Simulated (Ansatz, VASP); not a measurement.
**IrC: VASP beside Ansatz**

File INCAR:

```
SYSTEM = IrC
PREC = Accurate
ENCUT = 520
EDIFF = 1E-6
ISMEAR = -1
SIGMA = 0.08
LREAL = .FALSE.
LASPH = .TRUE.
NELM = 100
ALGO = Normal
ISIF = 2
LWAVE = .FALSE.
LCHARG = .FALSE.
GGA = PE
NBANDS = 14
```

KPOINTS

```
regular mesh
0
G
  16 16 16
  0 0 0
```

POSCAR

```
IrC
1.0
    0.0000000000      2.1268997284      2.1268997284
    2.1268997284      0.0000000000      2.1268997284
    2.1268997284      2.1268997284      0.0000000000
Ir C
1 1
Direct
    0.0000000000      0.0000000000      0.0000000000
    0.2500000000      0.2500000000      0.2500000000
```

Input for Ansatz:

```yaml
crystal:
  lattice:
    - [0.0, 2.1268997284, 2.1268997284]
    - [2.1268997284, 0.0, 2.1268997284]
    - [2.1268997284, 2.1268997284, 0.0]
  atoms:
    - { symbol: Ir, position: [0.0, 0.0, 0.0] }
    - { symbol: C, position: [0.25, 0.25, 0.25] }
kpoints:
  mp_grid: { grid: [16, 16, 16] }
scf:
  occupations: { method: fermi_dirac, width: 0.08 }
hamiltonian:
  xc: pbe
  pseudopotentials: { kind: all_electron, lapw: { basis_error: 0.001 } }
output:
  forces: true
  stress: true
  eigenvalues: true
  populations: true
```

Change from the starting cell: volume scaled by 0.78, LAPW.

Alike in both runs: task single point; functional PBE; k mesh 16 × 16 × 16; occupations fermi-dirac, width 0.08 eV; no spin polarisation.

|  | VASP | Ansatz |
| --- | --- | --- |
| version | VASP 6.6.1 | Ansatz 0.2.0 |
| potentials or method | VASP PAW PBE potentials, release 64 (Ir, C), cutoff 520 eV | all-electron LAPW, scalar-relativistic |

```csv
,VASP,Ansatz,Ansatz less VASP
pressure (GPa),124.8,118.3,-6.48
```

Both programs put the cell under a high pressure, so it lies far from rest at this level. Ansatz ran all-electron here, and VASP with PAW potentials.

Neither program's run includes spin-orbit coupling. Noted on VASP's run: the cell as given lies far from equilibrium.
